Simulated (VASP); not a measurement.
# In (R-3m) in VASP: a series of runs

The runs below take In through electric field gradients, with PBE.

Program: VASP 6.6.1. These are calculated values, not measurements. Logs are shortened: lines on timing, memory, paths and dates and some standing lists are left out, and cuts for length are marked.

### Step 1. The cell of the first run

It takes space group R-3m (No. 166, trigonal). The conventional cell has a = 3.361 Å, b = 3.361 Å, c = 24.785 Å, α = 90.00°, β = 90.00°, γ = 120.00°. In (site symmetry -3m) has 12 In at 3.36 to 3.37 Å within 4.4 Å. In (site symmetry 3m) has 12 In at 3.36 to 3.37 Å within 4.4 Å.

### Step 2. Electric field gradients, PBE (26.95 Å³/atom)

File INCAR:

```
SYSTEM = In
ALGO = Normal
EDIFF = 1E-8
ENCUT = 520
GGA = PE
ISIF = 2
ISMEAR = -1
LASPH = .TRUE.
LCHARG = .FALSE.
LEFG = .TRUE.
LREAL = .FALSE.
LWAVE = .FALSE.
NBANDS = 26
NELM = 80
PREC = Accurate
SIGMA = 0.05
```

File KPOINTS:

```
k-points
0
G
  14 14 14
  0 0 0
```

File POSCAR:

```
In
1.0
    1.6806943363      0.9703493275      8.2618188953
   -1.6806943363      0.9703493275      8.2618188953
    0.0000000000     -1.9406986550      8.2618188953
In
3
Direct
    0.0000000000      0.0000000000      0.0000000000
    0.7780122400      0.7780122400      0.7780122400
    0.2219877600      0.2219877600      0.2219877600
```

Potentials or basis: VASP PAW PBE potentials, release 64 (In_d).

Run with:

```sh
$ cat potpaw_PBE.64/In_d/POTCAR > POTCAR
$ mpirun -np 1 vasp_std > vasp.out
```

OUTCAR:

```text
SYSTEM = In
   EDIFF = 1E-8
   ENCUT = 520
   GGA = PE
   ISIF = 2
   ISMEAR = -1
   LASPH = .TRUE.
   LREAL = .FALSE.
   NELM = 80
   PREC = Accurate

 ion  position               nearest neighbor table
   1  0.000  0.000  0.000-   2 3.37   2 3.37   3 3.37   3 3.37   2 3.37   3 3.37
   2  0.778  0.778  0.778-   3 3.36   3 3.36   3 3.36   1 3.37   1 3.37   1 3.37
   3  0.222  0.222  0.222-   2 3.36   2 3.36   2 3.36   1 3.37   1 3.37   1 3.37

  LATTYP: Found a trigonal (rhomboedric) cell.
 ALAT       =     8.4866932741
 COS(alpha) =     0.9215612875

  Lattice vectors:

 A1 = (   1.6806943363,   0.9703493275,   8.2618188953)
 A2 = (  -1.6806943363,   0.9703493275,   8.2618188953)
 A3 = (   0.0000000000,  -1.9406986550,   8.2618188953)

Analysis of symmetry for initial positions (statically):
=====================================================================
 Subroutine PRICEL returns:
 Original cell was already a primitive cell.

 Routine SETGRP: Setting up the symmetry group for a
 trigonal (rhombohedral) supercell.

 Subroutine GETGRP returns: Found 12 space group operations
 (whereof 12 operations were pure point group operations)
 out of a pool of 12 trial point group operations.

The static configuration has the point symmetry D_3d.

Analysis of symmetry for dynamics (positions and initial velocities):
=====================================================================
 Subroutine PRICEL returns:
 Original cell was already a primitive cell.

 Routine SETGRP: Setting up the symmetry group for a
 trigonal (rhombohedral) supercell.

 Subroutine GETGRP returns: Found 12 space group operations
 (whereof 12 operations were pure point group operations)
 out of a pool of 12 trial point group operations.

The dynamic configuration has the point symmetry D_3d.

 Subroutine INISYM returns: Found 12 space group operations
 (whereof 12 operations are pure point group operations),
 and found     1 'primitive' translations

----------------------------------------------------------------------------------------

                                     Primitive cell

  volume of cell :      80.8433

  direct lattice vectors                    reciprocal lattice vectors
     1.680694336  0.970349328  8.261818895     0.297496094  0.171759450  0.040346241
    -1.680694336  0.970349328  8.261818895    -0.297496094  0.171759450  0.040346241
     0.000000000 -1.940698655  8.261818895     0.000000000 -0.343518900  0.040346241

  length of vectors
     8.486693274  8.486693274  8.486693274     0.345880114  0.345880114  0.345880114

  position of ions in fractional coordinates (direct lattice)
     0.000000000  0.000000000  0.000000000
     0.778012240  0.778012240  0.778012240
     0.221987760  0.221987760  0.221987760

  ion indices of the primitive-cell ions
   primitive index   ion index
                 1           1
                 2           2
                 3           3

----------------------------------------------------------------------------------------

 KPOINTS: k-points

Automatic generation of k-mesh.
 Grid dimensions read from file:
 generate k-points for:   14   14   14

 Generating k-lattice:

  Cartesian coordinates                     Fractional coordinates (reciprocal lattice)
     0.021249721  0.012268532  0.002881874     0.071428571  0.000000000  0.000000000
    -0.021249721  0.012268532  0.002881874     0.000000000  0.071428571  0.000000000
     0.000000000 -0.024537064  0.002881874     0.000000000  0.000000000  0.071428571

  Length of vectors
     0.024705722  0.024705722  0.024705722

  Shift w.r.t. Gamma in fractional coordinates (k-lattice)
     0.000000000  0.000000000  0.000000000

 Subroutine IBZKPT returns following result:
 ===========================================

 Found    288 irreducible k-points:

 Following reciprocal coordinates:
            Coordinates               Weight
  0.000000  0.000000  0.000000      1.000000
  0.071429 -0.000000  0.000000      6.000000
  0.142857 -0.000000  0.000000      6.000000
  0.214286 -0.000000  0.000000      6.000000
  0.285714 -0.000000  0.000000      6.000000
  0.357143  0.000000  0.000000      6.000000
[... 16 lines left out ...]
  0.214286  0.142857  0.000000     12.000000
  0.285714  0.142857  0.000000     12.000000
 [... further k-points ...]
   k-points           NKPTS =    288   k-points in BZ     NKDIM =    288   number of bands    NBANDS=     26
   number of dos      NEDOS =    301   number of ions     NIONS =      3
   total plane-waves  NPLWV = 262144
   dimension x,y,z NGX =    64 NGY =   64 NGZ =   64
   dimension x,y,z NGXF=   128 NGYF=  128 NGZF=  128
   ions per type =               3
   NGX,Y,Z   is equivalent  to a cutoff of  12.54, 12.54, 12.54 a.u.
   NGXF,Y,Z  is equivalent  to a cutoff of  25.07, 25.07, 25.07 a.u.
 SYSTEM =  In
   PREC   = accura    normal or accurate (medium, high low for compatibility)
   ISTART =      0    job   : 0-new  1-cont  2-samecut
   ICHARG =      2    charge: 1-file 2-atom 10-const
   ISPIN  =      1    spin polarized calculation?
   LNONCOLLINEAR =      F non collinear calculations
   LSORBIT =      F    spin-orbit coupling
   LASPH  =      T    aspherical Exc in radial PAW
   ENCUT  =  520.0 eV  38.22 Ry    6.18 a.u.  15.78 15.78 15.78*2*pi/ulx,y,z
   NELM   =     80;   NELMIN=  2; NELMDL= -5     # of ELM steps
   EDIFF  = 0.1E-07   stopping-criterion for ELM
   LREAL  =      F    real-space projection
   EDIFFG = 0.1E-06   stopping-criterion for IOM
   NSW    =      0    number of steps for IOM
   IBRION =     -1    ionic relax: 0-MD 1-quasi-New 2-CG
   NFREE  =      0    steps in history (QN), initial steepest desc. (CG)
   ISIF   =      2    stress and relaxation
   ISYM   =      2    0-nonsym 1-usesym 2-fastsym
   POTIM  = 0.5000    time-step for ionic-motion
   TEBEG  =    0.0;   TEEND  =   0.0 temperature during run
   PSTRESS=    0.0 pullay stress
   NELECT =      39.0000    total number of electrons
   NUPDOWN=      -1.0000    fix difference up-down
   EMIN   =  10.00;   EMAX   =-10.00  energy-range for DOS
   EFERMI =   0.00;   METHOD = LEGACY
   ISMEAR =    -1;   SIGMA  =   0.05  broadening in eV -4-tet -1-fermi 0-gaus
   EFERMI_NEDOS =   21; number of points for ismear=-14 and -15
   IALGO  =     38    algorithm
   IMIX   =      4    mixing-type and parameters
     AMIX     =   0.40;   BMIX     =  1.00
     AMIX_MAG =   1.60;   BMIX_MAG =  1.00
  volume/ion in A,a.u.               =      26.95       181.85
  Fermi-wavevector in a.u.,A,eV,Ry     =   1.283951  2.426316 22.429614  1.648530
  Thomas-Fermi vector in A             =   2.416174
   LORBIT       =      0    0 simple, 1 ext, 2 COOP (PROOUT), +10 PAW based schemes
   GGA     = PE    functional components
   LHFCALC =     F    Hartree Fock is set to
   AEXX    =    0.0000 exact exchange contribution
   IVDW    =     0    specifies the selected vdW correction
   LEPSILON=     F    determine dielectric tensor
   LRPA    =     F    only Hartree local field effects (RPA)
 non-spin polarized calculation
  energy-cutoff  :      520.00
  volume of cell :       80.84
 maximum number of plane-waves:      2202
   NGX = 31   NGY = 31   NGZ = 31

 number of electron      38.9999997 magnetization

 Free energy of the ion-electron system (eV)
  ---------------------------------------------------
  ext. energy  EPLUGINS =         0.00000000
  ---------------------------------------------------
  free energy    TOTEN  =        -7.66494922 eV

  energy without entropy =       -7.65193356  energy(sigma->0) =       -7.65844139

 E-fermi :   7.2184     XC(G=0): -10.1139

 val. band max:        7.2182030032   @ k =   0.2857   0.0714   0.0714
 cond. band min:       7.2190987950   @ k =   0.5000   0.2143   0.0000
 fundamental gap:      0.0008957918
 Fermi energy:         7.2184377812

 k-point     1 :       0.0000    0.0000    0.0000
  band No.  band energies     occupation
      1      -7.4512      2.00000
      2      -7.4490      2.00000
      3      -7.4143      2.00000
      4      -7.4071      2.00000
      5      -7.4071      2.00000
      6      -7.3872      2.00000
[... 18 lines left out ...]
     25      17.2857      0.00000
     26      17.2910      0.00000
[... 644 lines left out ...]
      4      -7.4014      2.00000
      5      -7.3687      2.00000
      6      -7.3569      2.00000
[... 18 lines left out ...]
     25      13.4886      0.00000
     26      14.7598      0.00000

 [... further k-points ...]

------------------------ aborting loop because EDIFF is reached ----------------------------------------

  FORCE on cell =-STRESS in cart. coord.  units (eV):
  Direction    XX          YY          ZZ          XY          YZ          ZX
  --------------------------------------------------------------------------------------
  -------------------------------------------------------------------------------------
  Total        0.3955966      0.3955966      0.5080894      0.0000000      0.0000000      0.0000000
  in kB        7.8400593      7.8400593     10.0694780      0.0000000      0.0000000      0.0000000
  external PRESSURE =       8.5831989 kB  Pullay stress =       0.0000000 kB

 VOLUME and BASIS-vectors are now :
 -----------------------------------------------------------------------------
  energy-cutoff  :      520.00
  volume of cell :       80.84
      direct lattice vectors                 reciprocal lattice vectors
     1.680694336  0.970349328  8.261818895     0.297496094  0.171759450  0.040346241
    -1.680694336  0.970349328  8.261818895    -0.297496094  0.171759450  0.040346241
     0.000000000 -1.940698655  8.261818895     0.000000000 -0.343518900  0.040346241

 POSITION                                       TOTAL-FORCE (eV/Angst)
 -----------------------------------------------------------------------------------
      0.00000      0.00000      0.00000         0.000000      0.000000      0.000000
      0.00000      0.00000     19.28339         0.000000     -0.000000     -0.010939
      0.00000      0.00000      5.50207         0.000000      0.000000      0.010939
 -----------------------------------------------------------------------------------
    total drift:                                0.000000      0.000000     -0.000000

  FREE ENERGIE OF THE ION-ELECTRON SYSTEM (eV)
  ---------------------------------------------------
  free  energy   TOTEN  =        -7.6649492224 eV

  energy  without entropy=       -7.6519335611  energy(sigma->0) =       -7.65844139

 Electric field gradients (V/A^2)
---------------------------------------------------------------------
 ion       V_xx      V_yy      V_zz      V_xy      V_xz      V_yz
---------------------------------------------------------------------
   1      -1.265    -1.265     2.529    -0.000     0.000     0.000
   2       2.225     2.225    -4.451     0.000    -0.000     0.000
   3       2.225     2.225    -4.451     0.000    -0.000     0.000
---------------------------------------------------------------------

 Electric field gradients after diagonalization (V/A^2)
 (convention: |V_zz| > |V_xx| > |V_yy|)
----------------------------------------------------------------------
 ion       V_xx      V_yy      V_zz     asymmetry (V_yy - V_xx)/ V_zz
----------------------------------------------------------------------
   1      -1.265    -1.265     2.529       0.000
   2       2.225     2.225    -4.451       0.000
   3       2.225     2.225    -4.451       0.000
----------------------------------------------------------------------

           NMR quadrupolar parameters

 Cq : quadrupolar parameter    Cq=e*Q*V_zz/h
 eta: asymmetry parameters     (V_yy - V_xx)/ V_zz
 Q  : nuclear electric quadrupole moment in mb (millibarn)
----------------------------------------------------------------------
 ion       Cq(MHz)       eta       Q (mb)
----------------------------------------------------------------------
   1       0.006       0.000       1.000
   2      -0.011       0.000       1.000
   3      -0.011       0.000       1.000
----------------------------------------------------------------------
```

Run time: 27 min. Hardware: 1 thread of Intel Xeon 6975P-C (Granite Rapids), shared host; peak memory 0.81 GiB.

Results:

| Item | Value |
| --- | --- |
| Free energy | -7.6649 eV |
| Pressure | 0.9 GPa |
| Largest force | 0.011 eV/Å |
| Band gap on the k mesh | zero (an odd number of electrons rules out a gap without spin polarisation) |
| Largest electric field gradient by atom | In +2.5, -4.5 (each value once) V/Å² |

Forces in eV/Å, atoms in the order of the input:
```
In   0.000  0.000  0.000
In   0.000  0.000 -0.011
In   0.000  0.000  0.011
```

Levels at points of the mesh, in eV from the Fermi level:
```tsv
k point	band 16	band 17	band 18	band 19	band 20	band 21	band 22	band 23
(0.00, 0.00, 0.00)	-9.37	-6.97	-6.94	0.46	0.48	8.58	8.58	8.66
(0.50, 0.00, 0.00)	-4.75	-4.13	-3.03	-2.68	-1.13	-1.07	3.22	3.99
(0.50, 0.50, 0.00)	-4.49	-4.22	-3.47	-2.97	-0.41	-0.36	1.87	3.28
(0.50, 0.50, 0.50)	-8.79	-8.76	-4.37	-3.29	5.67	5.71	8.18	8.18
```

Electric field gradients, principal values (V/Å²):
| atom | least | middle | greatest (by size) |
| --- | --- | --- | --- |
| 1 In | -1.265 | -1.265 | 2.529 |
| 2 In | 2.225 | 2.225 | -4.451 |
| 3 In | 2.225 | 2.225 | -4.451 |

Caveat: without QUAD_EFG the Cq values of the log hold for a quadrupole moment of 1 mb, not for the nuclei; spin-orbit coupling is left out, which moves the levels of the heavy elements.

[end of part 1 of 4]
